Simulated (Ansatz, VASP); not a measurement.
Two plane-wave programs on Cs

```
Cs
1.0
    -2.62078    2.62078    3.81251
     2.62078   -2.62078    3.81251
     2.62078    2.62078   -3.81251
Cs
1
Direct
  0.00000 0.00000 0.00000
```

Alike in both runs: functional BLYP; dispersion D3(BJ); k mesh 7 × 7 × 7; occupations methfessel-paxton of order 1, width 0.15 eV; no spin polarisation.

Ansatz relaxed the structure, and its values are those at the end. VASP's run is a single point on that final structure, the one shown.

```csv
,VASP,Ansatz
version,VASP 6.6.1,Ansatz 0.2.0
potentials or method,"VASP PAW PBE potentials, release 64 (Cs_sv), cutoff 500 eV","plane waves, PAW"
valence electrons in the cell,9,9
```

|  | VASP | Ansatz | Ansatz less VASP |
| --- | --- | --- | --- |
| pressure (GPa) | 0.0 | 0.0 | 0.00 |

VASP's potentials were made for PBE, not for BLYP.

Spin-orbit coupling is off throughout.
